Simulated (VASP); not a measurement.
Here is a VASP 6.6.1 calculation.

The input INCAR:

```
PREC     = Accurate       # precision mode
ENCUT    = 600            # plane-wave cutoff, eV
EDIFF    = 1E-6           # SCF threshold, eV
ISMEAR   = -1             # smearing method
SIGMA    = 0.05           # smearing width, eV
LREAL    = F              # projectors in reciprocal space
LASPH    = T              # aspherical terms in the spheres
NELM     = 120            # most SCF steps
ALGO     = Normal         # electronic algorithm
ISIF     = 2              # what is computed and relaxed
LWAVE    = F              # write WAVECAR
LCHARG   = F              # write CHGCAR
GGA      = RP             # functional
NBANDS   = 11             # bands
GGA_COMPAT= F
```

Contents of KPOINTS:

```
regular mesh
0
Gamma
  10 10 10
```

File POSCAR:

```
SiC
1.0
    0.0000000000      2.2217363401      2.2217363401
    2.2217363401      0.0000000000      2.2217363401
    2.2217363401      2.2217363401      0.0000000000
Si C
1 1
Direct
    0.0000000000      0.0000000000      0.0000000000
    0.7500000000      0.7500000000      0.7500000000
```

Potentials or basis: VASP PAW PBE potentials, release 64 (Si, C).

Command:

```bash
$ cat potpaw_PBE.64/Si/POTCAR potpaw_PBE.64/C/POTCAR > POTCAR
$ mpirun -np 1 vasp_std > vasp.out
```

What does it give for the pressure?

-6.1 GPa.

What does it give for the band gap on the k mesh?

1.42 eV, indirect (least direct gap 4.48 eV).

Caveat: the PAW data sets were made with another functional, which shifts forces and pressure a little. A k mesh can miss the band edges.
